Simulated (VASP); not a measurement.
InSe: single point with PBEsol

The system is InSe.

```xyz
8
Lattice="1.6051 0.0000 -4.2721 0.0000 4.1105 0.0000 10.9473 0.0000 2.1255" Properties=species:S:1:pos:R:3 pbc="T T T"
In    5.2890    0.0000   -2.0160
In    9.5589    2.0553    2.2508
In    6.4608    0.0000    2.0054
In    2.1910    2.0553   -2.2614
Se    1.5973    0.0000    0.5857
Se    7.4722    2.0553    0.5804
Se   10.1526    0.0000   -0.5963
Se    4.2777    2.0553   -0.5910
```

This cell differs from its parent crystal: the part above a cut slid along it.

* Program: VASP 6.6.1
* Task: single point
* Functional: PBEsol
* Potentials or basis: VASP PAW PBE potentials, release 64 (In_d, Se)
* Cutoff: 520 eV
* k mesh: 6 × 7 × 3
* Occupations: gaussian, width 0.05 eV
* Spin: no spin polarisation

- Pressure: 1.5 GPa
- Largest force: 0.727 eV/Å
- Band gap on the k mesh: zero (bands 38 and 39 overlap by 0.82 eV)

Forces on the atoms (eV/Å):
```
In   0.019  0.000 -0.123
In  -0.606  0.000 -0.401
In  -0.019  0.000  0.123
In   0.606  0.000  0.401
Se   0.572  0.000 -0.228
Se  -0.082  0.000 -0.120
Se  -0.572  0.000  0.228
Se   0.082  0.000  0.120
```

Stress tensor (GPa, compression positive):
```
 2.99  0.00  0.09
 0.00  2.24  0.00
 0.09  0.00 -0.70
```

Levels at points of the mesh, in eV from the Fermi level:
```csv
k point,band 34,band 35,band 36,band 37,band 38,band 39,band 40,band 41,band 42,band 43
"(0.00, 0.00, 0.00)",-1.76,-1.69,-1.63,-1.08,0.08,0.57,1.41,2.31,2.58,2.99
"(0.50, 0.00, 0.00)",-1.55,-1.51,-1.14,-0.77,0.18,0.50,1.34,2.24,2.86,3.15
```

It took 4.3 min on 1 thread of Intel(R) Xeon(R) Platinum 8488C (Sapphire Rapids), with other jobs on the host, peak memory 0.47 GiB.

Caveat: the cell differs from its parent crystal (the part above a cut slid along it); the PAW data sets were made with another functional, which shifts forces and pressure a little; spin-orbit coupling is left out, which moves the levels of the heavy elements.
